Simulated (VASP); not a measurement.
The system is NiO.

```xyz
2
Lattice="0.0000 2.0997 2.0997 2.0997 0.0000 2.0997 2.0997 2.0997 0.0000" Properties=species:S:1:pos:R:3 pbc="T T T"
Ni    0.0000    0.0000    0.0000
O     2.0997    2.0997    2.0997
```

Base run:

| Item | Value |
| --- | --- |
| Program | VASP 6.6.1 |
| Functional | BLYP |
| Dispersion | D4 |
| Potentials or basis | VASP PAW PBE potentials, release 64 (Ni, O) |
| Cutoff | 520 eV |
| k mesh | 11 × 11 × 11 |
| Occupations | fermi-dirac, width 0.05 eV |
| Spin | collinear spin, ferromagnetic start |
| Starting moments | [1.0, 0.0] μB |

Its results: pressure 0.9 GPa; net moment 1.68 μB per cell; site moments Ni +1.38; O +0.26 μB.

Task: The run is repeated on the same cell with these changes: functional from BLYP to r2SCAN. What comes out?

Result: Pressure -3.0 GPa; net moment 2.00 μB per cell; site moments Ni +1.69; O +0.28 μB.

Caveats: the PAW data sets were made with another functional, which shifts forces and pressure a little; a cell with one magnetic atom can't hold antiferromagnetic order, which such compounds often take.
